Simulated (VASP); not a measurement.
Be3Zn2Se5, 10 atoms in the cell. The structure is tetragonal, space group I-4m2 (No. 119). The conventional cell has a = 3.789 Å, b = 3.789 Å, c = 26.793 Å, α = 90.00°, β = 90.00°, γ = 90.00°. Be (site symmetry -4m2) has 4 Se at 2.32 Å within 3.1 Å. Be (site symmetry 2mm) has 4 Se at 2.32 Å within 3.1 Å. Within 3.1 Å of Zn (site symmetry 2mm) lie 4 Se at 2.32 Å. Se (site symmetry 2mm) has 2 Be at 2.32 Å and 2 Zn at 2.32 Å within 3.1 Å. Se (site symmetry -4m2) has 4 Zn at 2.32 Å within 3.1 Å. Se (site symmetry 2mm) has 4 Be at 2.32 Å within 3.1 Å. 

```yaml
Program: VASP 6.6.1
Task: single point
Functional: PBE
Potentials_or_basis: VASP PAW PBE potentials, release 64 (Be, Zn, Se)
Cutoff: 520 eV
k_mesh: 6 × 6 × 6
Occupations: gaussian, width 0.1 eV
Spin: no spin polarisation
Dipole_correction: no
Further_INCAR_settings: ALGO = Normal; EDIFF = 1e-06; NBANDS = 41
```

Potentials or basis: VASP PAW PBE potentials, release 64 (Be, Zn, Se).

Run with:

```console
$ cat potpaw_PBE.64/Be/POTCAR potpaw_PBE.64/Zn/POTCAR potpaw_PBE.64/Se/POTCAR > POTCAR
$ mpirun -np 1 vasp_std > vasp.out
```

Hardware: 1 thread of Intel(R) Xeon(R) Platinum 8488C (Sapphire Rapids) (shared host).

Estimate the wall time of this run.

Wall time 69 min on 1 thread of Intel(R) Xeon(R) Platinum 8488C (Sapphire Rapids), with other jobs on the host, peak memory 2 GiB. Counts: scf iterations 15, k points 30.
